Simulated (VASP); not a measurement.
# Al3GaN4 (Pm) in VASP: notebook

Runs on Al3GaN4. Level: PBEsol. Tasks: single point.

Everything below comes from runs of VASP 6.6.1. Logs are shortened: lines on timing, memory, paths and dates and some standing lists are left out, and cuts for length are marked.

**1. The cell of the first run**

Symmetry: Pm, No. 6, monoclinic system. Conventional cell: a = 4.932 Å, b = 3.069 Å, c = 5.311 Å, α = 90.00°, β = 90.04°, γ = 90.00°. Within 2.4 Å of Al (site symmetry m) lie 4 N at 1.84 to 1.87 Å. Al (site symmetry m) has 4 N at 1.86 Å within 2.5 Å. Within 2.5 Å of Al (site symmetry m) lie 4 N at 1.86 to 1.87 Å. Within 2.5 Å of Ga (site symmetry m) lie 4 N at 1.90 to 1.92 Å. N (site symmetry m) has 3 Al at 1.86 Å and 1 Ga at 1.92 Å within 2.5 Å. N (site symmetry m) has 4 Al at 1.86 to 1.87 Å within 2.5 Å. N (site symmetry m) has 2 Al at 1.84 to 1.86 Å and 2 Ga at 1.90 Å within 2.4 Å. Within 2.5 Å of N (site symmetry m) lie 3 Al at 1.85 to 1.87 Å and 1 Ga at 1.91 Å.

**2. Single point, PBEsol (10.05 Å³/atom)**

Contents of INCAR:

```
SYSTEM = Al3GaN4
PREC = Accurate
ENCUT = 520
EDIFF = 1E-7
ISMEAR = 0
SIGMA = 0.02
LREAL = .FALSE.
LASPH = .TRUE.
NELM = 80
ALGO = Normal
ISIF = 2
LWAVE = .FALSE.
LCHARG = .TRUE.
GGA = PS
LELF = .TRUE.
LVHAR = .TRUE.
NBANDS = 31
```

Contents of KPOINTS:

```
regular mesh
0
G
  6 8 4
  0 0 0
```

Contents of POSCAR:

```
Al3GaN4
1.0
    4.9316906780      0.0000000000     -0.0002358460
    0.0000000000      3.0693027280      0.0000000000
   -0.0035390032      0.0000000000      5.3114043545
Al Ga N
3 1 4
Direct
    0.5006373934      0.5000000000      0.1674884824
    0.0014391234      0.5000000000      0.8349917928
    0.0015169305      0.0000000000      0.3314958364
    0.4993937442      0.0000000000      0.6660263552
    0.1104356639      0.0000000000      0.6662677553
    0.1223046298      0.5000000000      0.1672998370
    0.6248486209      0.5000000000      0.8402325366
    0.6230228938      0.0000000000      0.3261984044
```

Potentials or basis: VASP PAW PBE potentials, release 64 (Al, Ga_d, N).

Run with:

```
$ cat potpaw_PBE.64/Al/POTCAR potpaw_PBE.64/Ga_d/POTCAR potpaw_PBE.64/N/POTCAR > POTCAR
$ mpirun -np 1 vasp_std > vasp.out
```

OUTCAR:

```text
SYSTEM = Al3GaN4
   PREC = Accurate
   ENCUT = 520
   EDIFF = 1E-7
   ISMEAR = 0
   LREAL = .FALSE.
   LASPH = .TRUE.
   NELM = 80
   ISIF = 2
   GGA = PS

 ion  position               nearest neighbor table
   1  0.501  0.500  0.167-   7 1.84   8 1.85   8 1.85   6 1.87   2 3.03   3 3.03   3 3.03   3 3.04
                             3 3.04   2 3.04   4 3.06   4 3.06   4 3.07   4 3.07
   2  0.001  0.500  0.835-   5 1.86   5 1.86   7 1.86   6 1.86   1 3.03   4 3.03   4 3.03   1 3.04
                             4 3.05   4 3.05   3 3.05   3 3.05   3 3.08   3 3.08
   3  0.002  0.000  0.331-   5 1.86   6 1.86   6 1.86   8 1.87   1 3.03   1 3.03   4 3.03   1 3.04
                             1 3.04   4 3.05   2 3.05   2 3.05   2 3.08   2 3.08
   4  0.499  0.000  0.666-   7 1.90   7 1.90   8 1.91   5 1.92   3 3.03   2 3.03   2 3.03   2 3.05
                             2 3.05   3 3.05   1 3.06   1 3.06   1 3.07   1 3.07
   5  0.110  0.000  0.666-   2 1.86   2 1.86   3 1.86   4 1.92
   6  0.122  0.500  0.167-   2 1.86   3 1.86   3 1.86   1 1.87
   7  0.625  0.500  0.840-   1 1.84   2 1.86   4 1.90   4 1.90
   8  0.623  0.000  0.326-   1 1.85   1 1.85   3 1.87   4 1.91

  LATTYP: Found a simple monoclinic cell.
 ALAT       =     4.9316906836
 B/A-ratio  =     0.6223631864
 C/A-ratio  =     1.0769948633
 COS(beta)  =    -0.0007141251

  Lattice vectors:

 A1 = (   4.9316906780,   0.0000000000,  -0.0002358460)
 A2 = (   0.0000000000,   3.0693027280,   0.0000000000)
 A3 = (  -0.0035390032,   0.0000000000,   5.3114043545)

Analysis of symmetry for initial positions (statically):
=====================================================================
 Subroutine PRICEL returns:
 Original cell was already a primitive cell.

 Routine SETGRP: Setting up the symmetry group for a
 simple monoclinic supercell.

 Subroutine GETGRP returns: Found  2 space group operations
 (whereof  2 operations were pure point group operations)
 out of a pool of  4 trial point group operations.

The static configuration has the point symmetry C_1h.

Analysis of symmetry for dynamics (positions and initial velocities):
=====================================================================
 Subroutine PRICEL returns:
 Original cell was already a primitive cell.

 Routine SETGRP: Setting up the symmetry group for a
 simple monoclinic supercell.

 Subroutine GETGRP returns: Found  2 space group operations
 (whereof  2 operations were pure point group operations)
 out of a pool of  4 trial point group operations.

The dynamic configuration has the point symmetry C_1h.

 Subroutine INISYM returns: Found  2 space group operations
 (whereof  2 operations are pure point group operations),
 and found     1 'primitive' translations

----------------------------------------------------------------------------------------

                                     Primitive cell

  volume of cell :      80.3979

  direct lattice vectors                    reciprocal lattice vectors
     4.931690678  0.000000000 -0.000235846     0.202770226  0.000000000  0.000135106
     0.000000000  3.069302728  0.000000000     0.000000000  0.325806898  0.000000000
    -0.003539003  0.000000000  5.311404354     0.000009004  0.000000000  0.188274130

  length of vectors
     4.931690684  3.069302728  5.311405534     0.202770271  0.325806898  0.188274130

  position of ions in fractional coordinates (direct lattice)
     0.500637393  0.500000000  0.167488482
     0.001439123  0.500000000  0.834991793
     0.001516931  0.000000000  0.331495836
     0.499393744  0.000000000  0.666026355
     0.110435664  0.000000000  0.666267755
     0.122304630  0.500000000  0.167299837
     0.624848621  0.500000000  0.840232537
     0.623022894  0.000000000  0.326198404

  ion indices of the primitive-cell ions
   primitive index   ion index
                 1           1
                 2           2
                 3           3
                 4           4
                 5           5
                 6           6
                 7           7
                 8           8

----------------------------------------------------------------------------------------

 KPOINTS: regular mesh

Automatic generation of k-mesh.
 Grid dimensions read from file:
 generate k-points for:    6    8    4

 Generating k-lattice:

  Cartesian coordinates                     Fractional coordinates (reciprocal lattice)
     0.033795038  0.000000000  0.000022518     0.166666667  0.000000000 -0.000000000
     0.000000000  0.040725862  0.000000000     0.000000000  0.125000000  0.000000000
     0.000002251  0.000000000  0.047068532     0.000000000  0.000000000  0.250000000

  Length of vectors
     0.033795045  0.040725862  0.047068532

  Shift w.r.t. Gamma in fractional coordinates (k-lattice)
     0.000000000  0.000000000  0.000000000

 Subroutine IBZKPT returns following result:
 ===========================================

 Found     70 irreducible k-points:

 Following reciprocal coordinates:
            Coordinates               Weight
  0.000000  0.000000  0.000000      1.000000
  0.166667  0.000000  0.000000      2.000000
  0.333333  0.000000  0.000000      2.000000
  0.500000  0.000000  0.000000      1.000000
  0.000000  0.125000  0.000000      2.000000
  0.166667  0.125000  0.000000      4.000000
[... 16 lines left out ...]
  0.333333  0.000000  0.250000      2.000000
  0.500000  0.000000  0.250000      2.000000
 [... further k-points ...]
   k-points           NKPTS =     70   k-points in BZ     NKDIM =     70   number of bands    NBANDS=     31
   number of dos      NEDOS =    301   number of ions     NIONS =      8
   total plane-waves  NPLWV =  38400
   dimension x,y,z NGX =    40 NGY =   24 NGZ =   40
   dimension x,y,z NGXF=    80 NGYF=   48 NGZF=   80
   ions per type =               3   1   4
   NGX,Y,Z   is equivalent  to a cutoff of  13.48, 13.00, 12.52 a.u.
   NGXF,Y,Z  is equivalent  to a cutoff of  26.97, 26.00, 25.04 a.u.
 SYSTEM =  Al3GaN4
   PREC   = accura    normal or accurate (medium, high low for compatibility)
   ISTART =      0    job   : 0-new  1-cont  2-samecut
   ICHARG =      2    charge: 1-file 2-atom 10-const
   ISPIN  =      1    spin polarized calculation?
   LNONCOLLINEAR =      F non collinear calculations
   LSORBIT =      F    spin-orbit coupling
   LASPH  =      T    aspherical Exc in radial PAW
   ENCUT  =  520.0 eV  38.22 Ry    6.18 a.u.   9.17  5.71  9.88*2*pi/ulx,y,z
   NELM   =     80;   NELMIN=  2; NELMDL= -5     # of ELM steps
   EDIFF  = 0.1E-06   stopping-criterion for ELM
   LREAL  =      F    real-space projection
   EDIFFG = 0.1E-05   stopping-criterion for IOM
   NSW    =      0    number of steps for IOM
   IBRION =     -1    ionic relax: 0-MD 1-quasi-New 2-CG
   NFREE  =      0    steps in history (QN), initial steepest desc. (CG)
   ISIF   =      2    stress and relaxation
   ISYM   =      2    0-nonsym 1-usesym 2-fastsym
   POTIM  = 0.5000    time-step for ionic-motion
   TEBEG  =    0.0;   TEEND  =   0.0 temperature during run
   PSTRESS=    0.0 pullay stress
   NELECT =      42.0000    total number of electrons
   NUPDOWN=      -1.0000    fix difference up-down
   EMIN   =  10.00;   EMAX   =-10.00  energy-range for DOS
   EFERMI =   0.00;   METHOD = LEGACY
   ISMEAR =     0;   SIGMA  =   0.02  broadening in eV -4-tet -1-fermi 0-gaus
   EFERMI_NEDOS =   21; number of points for ismear=-14 and -15
   IALGO  =     38    algorithm
   IMIX   =      4    mixing-type and parameters
     AMIX     =   0.40;   BMIX     =  1.00
     AMIX_MAG =   1.60;   BMIX_MAG =  1.00
  volume/ion in A,a.u.               =      10.05        67.82
  Fermi-wavevector in a.u.,A,eV,Ry     =   1.318488  2.491582 23.652524  1.738411
  Thomas-Fermi vector in A             =   2.448455
   LORBIT       =      0    0 simple, 1 ext, 2 COOP (PROOUT), +10 PAW based schemes
   GGA     = PS    functional components
   LHFCALC =     F    Hartree Fock is set to
   AEXX    =    0.0000 exact exchange contribution
   IVDW    =     0    specifies the selected vdW correction
   LEPSILON=     F    determine dielectric tensor
   LRPA    =     F    only Hartree local field effects (RPA)
 non-spin polarized calculation
 Gauss-broadening in eV      SIGMA  =   0.02
  energy-cutoff  :      520.00
  volume of cell :       80.40
 maximum number of plane-waves:      2185
 NGX is ok and might be reduce to    40
   NGX = 19   NGY = 11   NGZ = 19

 number of electron      42.0000005 magnetization

 Free energy of the ion-electron system (eV)
  ---------------------------------------------------
  ext. energy  EPLUGINS =         0.00000000
  ---------------------------------------------------
  free energy    TOTEN  =       -59.85330578 eV

  energy without entropy =      -59.85330578  energy(sigma->0) =      -59.85330578

 E-fermi :   6.5087     XC(G=0): -11.6104

 val. band max:        6.4248351168   @ k =   0.0000   0.0000   0.0000
 cond. band min:      10.4115128510   @ k =   0.0000   0.0000   0.0000
 fundamental gap:      3.9866777342
 Fermi energy:         6.5087127391

 k-point     1 :       0.0000    0.0000    0.0000
  band No.  band energies     occupation
      1      -9.3561      2.00000
      2      -7.7494      2.00000
      3      -7.7069      2.00000
      4      -6.7666      2.00000
      5      -6.3700      2.00000
      6      -6.2672      2.00000
[... 23 lines left out ...]
     30      17.7694      0.00000
     31      17.8382      0.00000

 k-point     2 :       0.1667    0.0000    0.0000
  band No.  band energies     occupation
      1      -9.2491      2.00000
      2      -7.7873      2.00000
      3      -7.7065      2.00000
      4      -6.8360      2.00000
      5      -6.3703      2.00000
      6      -6.2713      2.00000
[... 740 lines left out ...]
 k-point    24 :       0.5000    0.0000    0.2500
  band No.  band energies     occupation
      1      -8.4843      2.00000
      2      -8.1700      2.00000
      3      -7.7396      2.00000
      4      -7.1745      2.00000
      5      -6.3714      2.00000
      6      -6.2739      2.00000
[... 23 lines left out ...]
     30      17.6154      0.00000
     31      18.2600      0.00000

 [... further k-points ...]

------------------------ aborting loop because EDIFF is reached ----------------------------------------

  FORCE on cell =-STRESS in cart. coord.  units (eV):
  Direction    XX          YY          ZZ          XY          YZ          ZX
  --------------------------------------------------------------------------------------
  -------------------------------------------------------------------------------------
  Total        6.9925092      6.9451821      6.9468397      0.0000000      0.0000000     -0.0036986
  in kB      139.3473528    138.4042148    138.4372462      0.0000000      0.0000000     -0.0737055
  external PRESSURE =     138.7296046 kB  Pullay stress =       0.0000000 kB

 VOLUME and BASIS-vectors are now :
 -----------------------------------------------------------------------------
  energy-cutoff  :      520.00
  volume of cell :       80.40
      direct lattice vectors                 reciprocal lattice vectors
     4.931690678  0.000000000 -0.000235846     0.202770226  0.000000000  0.000135106
     0.000000000  3.069302728  0.000000000     0.000000000  0.325806898  0.000000000
    -0.003539003  0.000000000  5.311404354     0.000009004  0.000000000  0.188274130

 POSITION                                       TOTAL-FORCE (eV/Angst)
 -----------------------------------------------------------------------------------
      2.46840      1.53465      0.88948         0.005867      0.000000      0.000812
      0.00414      1.53465      4.43498         0.006456      0.000000      0.000644
      0.00631      0.00000      1.76071         0.005288      0.000000     -0.001103
      2.46050      0.00000      3.53742         0.009490      0.000000      0.004407
      0.54228      0.00000      3.53879         0.011961      0.000000      0.000225
      0.60258      1.53465      0.88857        -0.004451      0.000000      0.000322
      3.07859      1.53465      4.46267        -0.021965      0.000000     -0.021615
      3.07140      0.00000      1.73242        -0.012646      0.000000      0.016309
 -----------------------------------------------------------------------------------
    total drift:                                0.001116     -0.000000      0.000116

  FREE ENERGIE OF THE ION-ELECTRON SYSTEM (eV)
  ---------------------------------------------------
  free  energy   TOTEN  =       -59.8533057786 eV

  energy  without entropy=      -59.8533057786  energy(sigma->0) =      -59.85330578
```

Wall time 65 s (1 thread of Intel Xeon 6975P-C (Granite Rapids), shared host); peak memory 0.28 GiB.

Results:

```yaml
Free_energy: -59.8533 eV
Pressure: 13.9 GPa
Largest_force: 0.031 eV/Å
Band_gap_on_the_k_mesh: 3.99 eV
```

Forces in eV/Å, atoms in the order of the input:
```
Al   0.006  0.000  0.001
Al   0.006  0.000  0.001
Al   0.005  0.000 -0.001
Ga   0.009  0.000  0.004
N    0.012  0.000  0.000
N   -0.004  0.000  0.000
N   -0.022  0.000 -0.022
N   -0.013  0.000  0.016
```

Caveat: the cell stands under pressure; the PAW data sets were made with another functional, which shifts forces and pressure a little. A k mesh can miss the band edges.

[end of part 1 of 2]
